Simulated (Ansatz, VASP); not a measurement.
## One calculation of PbO, two programs

INCAR

```
SYSTEM = PbO
PREC = Accurate ; ENCUT = 520
EDIFF = 1E-6 ; ISMEAR = 0
SIGMA = 0.02 ; LREAL = .FALSE.
LASPH = .TRUE. ; NELM = 100
ALGO = Normal ; ISIF = 2
LWAVE = .FALSE. ; LCHARG = .FALSE.
GGA = PE ; NBANDS = 28
```

KPOINTS

```
Automatic mesh
0
G
  8 8 6
  0 0 0
```

Contents of POSCAR:

```
PbO
1.0
    3.9271443840     -0.0113270400     -0.0042923520
   -0.0113270400      4.0543251840     -0.0725725440
   -0.0054237600     -0.0917017200      4.9823764200
Pb O
2 2
Direct
    0.0012580515      0.5026217794      0.2323779769
    0.5042270531      0.0047931763      0.7623472322
   -0.0007447665     -0.0088264895      0.0057646356
    0.4952596618      0.5014115338     -0.0004898447
```

Input for Ansatz:

```yaml
crystal:
  lattice:
    - [3.927144384, -0.01132704, -0.004292352]
    - [-0.01132704, 4.054325184, -0.072572544]
    - [-0.00542376, -0.09170172, 4.98237642]
  atoms:
    - { symbol: Pb, position: [0.0012580515, 0.5026217794, 0.2323779769] }
    - { symbol: Pb, position: [0.5042270531, 0.0047931763, 0.7623472322] }
    - { symbol: O, position: [-0.0007447665, -0.0088264895, 0.0057646356] }
    - { symbol: O, position: [0.4952596618, 0.5014115338, -0.0004898447] }
basis:
  ecutwfc: 420
kpoints:
  mp_grid: { grid: [8, 8, 6] }
hamiltonian:
  xc: pbe
scf:
  occupations: { method: gaussian, width: 0.02 }
output:
  forces: true
  stress: true
  eigenvalues: true
```

Change from the starting cell: all atoms moved at random, cell strained at random.

Alike in both runs: task single point; functional PBE; k mesh 8 × 8 × 6; occupations gaussian, width 0.02 eV; no spin polarisation.

|  | VASP | Ansatz |
| --- | --- | --- |
| version | VASP 6.6.1 | Ansatz 0.2.0 |
| potentials or method | VASP PAW PBE potentials, release 64 (Pb_d, O), cutoff 520 eV | scalar-relativistic, plane waves, PAW |
| valence electrons in the cell | 40 | 40 |

VASP gave:

| Property | Result |
| --- | --- |
| gap on the k mesh at the Fermi level (eV) | 1.26 |
| least direct gap on the mesh (eV) | 2.31 |
| pressure (GPa) | 5.0 |
| traceless stress, the component that is largest in VASP (GPa) | 1.28 |
| rms of the force components (eV/Å) | 0.297 |

Q: Estimate Ansatz's values.

A: gap on the k mesh at the Fermi level (eV): 1.26; least direct gap on the mesh (eV): 2.33; pressure (GPa): 4.9; traceless stress, the component that is largest in VASP (GPa): 1.27; rms of the force components (eV/Å): 0.282.

Atom by atom the forces differ by 0.019 eV/Å (rms over components). With one functional, cell and mesh, what is left measures potentials, basis and numerics.

Spin-orbit coupling is off throughout.
